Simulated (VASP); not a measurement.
TiSi2, 3 atoms in the cell. It takes space group Pmmm (No. 47, orthorhombic). Conventional cell: a = 2.669 Å, b = 3.769 Å, c = 5.108 Å, α = 90.00°, β = 90.00°, γ = 90.00°. Within 3.5 Å of Ti (site symmetry mmm) lie 2 Ti at 2.67 Å and 8 Si at 2.67 Å. Within 3.2 Å of Si (site symmetry mm2) lie 4 Si at 2.42 to 2.68 Å and 4 Ti at 2.67 Å. The cell was built from a structure type or drawn by symmetry, and may not be a known phase.

| Property | Result |
| --- | --- |
| Program | VASP 6.6.1 |
| Task | relaxation of cell and atoms |
| Functional | PBE |
| Potentials or basis | VASP PAW PBE potentials, release 64 (Ti_sv, Si) |
| Cutoff | 600 eV |
| k mesh | 18 × 12 × 10 |
| Occupations | gaussian, width 0.1 eV |
| Spin | no spin polarisation |
| Dipole correction | no |
| Further INCAR settings | ALGO = Normal; EDIFF = 1e-06; IBRION = 2; EDIFFG = -0.01; NSW = 100; ISIF = 3 |

Potentials or basis: VASP PAW PBE potentials, release 64 (Ti_sv, Si).

Run with:

```console
$ cat potpaw_PBE.64/Ti_sv/POTCAR potpaw_PBE.64/Si/POTCAR > POTCAR
$ mpirun -np 1 vasp_std > vasp.out
```

Hardware: 1 thread of Intel(R) Xeon(R) 6975P-C (Granite Rapids), on a shared host.

Task: How long does it take, and how much memory?

Result: It took 31 min on 1 thread of Intel(R) Xeon(R) 6975P-C (Granite Rapids), with other jobs on the host, peak memory 0.53 GiB. Counts: scf iterations 194, k points 420, ion steps 24.
